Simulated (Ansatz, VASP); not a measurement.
CoO: VASP beside Ansatz

```
CELL_PARAMETERS angstrom
0.00000 2.08799 2.08799
2.08799 0.00000 2.08799
2.08799 2.08799 0.00000
ATOMIC_POSITIONS crystal
Co 0.00000 0.00000 0.00000
O 0.50000 0.50000 0.50000
```

Change from the starting cell: volume scaled by 0.94.

Alike in both runs: task single point; functional PBEsol; k mesh 16 × 16 × 16; occupations fermi-dirac, width 0.05 eV; collinear spin.

|  | VASP | Ansatz |
| --- | --- | --- |
| version | VASP 6.6.1 | Ansatz 0.2.0 |
| potentials or method | VASP PAW PBE potentials, release 64 (Co, O), cutoff 600 eV | all-electron LAPW, scalar-relativistic |

|  | VASP | Ansatz | Ansatz less VASP |
| --- | --- | --- | --- |
| pressure (GPa) | -2.1 | -1.1 | +0.98 |
| net moment per atom (μB) | 1.36 | 1.38 | +0.024 |
| size of the moment on the site where the two differ most (μB) | 2.41 | 2.45 | +0.046 |

VASP's potentials were made for PBE, not for PBEsol. Site moments also hang on the region over which each program counts them. Ansatz ran all-electron here, and VASP with PAW potentials.
